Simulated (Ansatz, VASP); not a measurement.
B in VASP and in Ansatz

```xyz
2
Lattice="0.0000 2.0386 2.0386 2.0386 0.0000 2.0386 2.0386 2.0386 0.0000" Properties=species:S:1:pos:R:3 pbc="T T T"
B     0.5096    0.5096    0.5096
B     3.5675    3.5675    3.5675
```

Alike in both runs: task single point; functional RPBE; k mesh 15 × 15 × 15; occupations fermi-dirac, width 0.1 eV; no spin polarisation.

|  | VASP | Ansatz |
| --- | --- | --- |
| version | VASP 6.6.1 | Ansatz 0.2.0 |
| potentials or method | VASP PAW PBE potentials, release 64 (B), cutoff 520 eV | plane waves (420 eV) with PAW, scalar-relativistic |
| valence electrons in the cell | 6 | 6 |

```csv
,VASP,Ansatz,Ansatz less VASP
pressure (GPa),-0.2,-0.1,+0.10
```

VASP's potentials were made for PBE, not for RPBE.
